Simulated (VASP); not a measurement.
Input of a VASP 6.6.1 run:

The input INCAR:

```
ALGO = Normal ; EDIFF = 1E-6
ENCUT = 520 ; GGA = PE
ISIF = 2 ; ISMEAR = 0
LASPH = True ; LCHARG = False
LREAL = False ; LWAVE = False
NBANDS = 46 ; NELM = 60
PREC = Accurate ; SIGMA = 0.1
```

KPOINTS

```
k-points
0
Gamma
  2 2 2
```

File POSCAR:

```
CdS
1.0
   -4.0423742092      4.0423742092      4.0423742092
    4.0423742092     -4.0423742092      4.0423742092
    4.0423742092      4.0423742092     -4.0423742092
Cd S
4 4
Direct
    0.3214674958      0.3214674958      0.3214674958
    0.0000000000      0.0000000000      0.6785325042
    1.0000000000      0.6785325042      0.0000000000
    0.6785325042      1.0000000000      1.0000000000
    0.6738324858      0.6738324858      0.6738324858
    0.0000000000      0.0000000000      0.3261675142
    1.0000000000      0.3261675142      0.0000000000
    0.3261675142      1.0000000000      1.0000000000
```

Potentials or basis: VASP PAW PBE potentials, release 64 (Cd, S).

The run is started by

```bash
$ cat potpaw_PBE.64/Cd/POTCAR potpaw_PBE.64/S/POTCAR > POTCAR
$ mpirun -np 1 vasp_std > vasp.out
```

Question: Predict the band gap on the k mesh.

Answer: 1.49 eV (least direct gap 1.51 eV).

Question: Estimate the pressure.

Answer: 0.2 GPa.

Question: What does it give for the largest force?

Answer: 0.029 eV/Å.

Forces on the atoms (eV/Å):
```
Cd   0.005  0.005  0.005
Cd  -0.005 -0.005  0.005
Cd  -0.005  0.005 -0.005
Cd   0.005 -0.005 -0.005
S   -0.017 -0.017 -0.017
S    0.017  0.017 -0.017
S    0.017 -0.017  0.017
S   -0.017  0.017  0.017
```

Caveat: the k points lie up to 0.55 Å⁻¹ apart. A k mesh can miss the band edges.
